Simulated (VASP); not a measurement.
MnO2: single point with LDA+U

Crystal: MnO2.

```
Mn O
1.0
     4.39600    0.00000    0.00000
     0.00000    4.39600    0.00000
     0.00000    0.00000    2.87100
Mn O
2 4
Cartesian
  0.0000 0.0000 0.0000
  2.1980 2.1980 1.4355
  1.3276 1.3276 0.0000
  0.8704 3.5256 1.4355
  3.0684 3.0684 0.0000
  3.5256 0.8704 1.4355
```

* Program: VASP 6.6.1
* Task: single point
* Functional: LDA
* Potentials or basis: VASP PAW LDA potentials, release 64 (Mn_sv, O)
* Cutoff: 600 eV
* k mesh: 4 × 4 × 7
* Occupations: gaussian, width 0.05 eV
* Spin: collinear spin, ferromagnetic start
* Starting moments: [1.5, 1.5, 0.0, 0.0, 0.0, 0.0] μB
* Fixed moment: 3 μB
* Hubbard terms: Mn d U = 4.0 eV
* Dipole correction: no
* Further INCAR settings: ALGO = Normal; EDIFF = 1e-06; NBANDS = 40

```
Pressure                                              : -14.1 GPa
Largest force                                         : 0.509 eV/Å
Net moment                                            : 3.00 μB per cell
Site moments                                          : Mn +1.59; O -0.07 μB
Valence electrons inside the program's atomic spheres : Mn 12.76; O 5.00
```

Forces on the atoms (eV/Å):
```
Mn   0.000  0.000  0.000
Mn   0.000  0.000  0.000
O    0.360  0.360  0.000
O   -0.360  0.360  0.000
O   -0.360 -0.360  0.000
O    0.360 -0.360  0.000
```

Stress tensor (GPa, compression positive):
```
-12.56   0.00   0.00
  0.00 -12.56   0.00
  0.00   0.00 -17.06
```

Eigenvalues of the final occupation matrices:
```csv
site,spin,trace,eigenvalues
site 1 d,1,3.02,0.36 0.36 0.50 0.89 0.91
site 1 d,2,1.45,0.06 0.12 0.25 0.27 0.75
site 2 d,1,3.02,0.36 0.36 0.50 0.89 0.91
site 2 d,2,1.45,0.06 0.12 0.25 0.27 0.75
```

Wall time 2.1 min on 1 thread of AMD EPYC 7R13 Processor (Zen 3), with other jobs on the host, peak memory 0.18 GiB.

Caveat: the cell stands under tension; the total moment is fixed, so each spin has its own Fermi level; only a ferromagnetic start was run, and an antiferromagnetic order may lie lower in energy. The state reached can hang on the start; a lower one may exist.
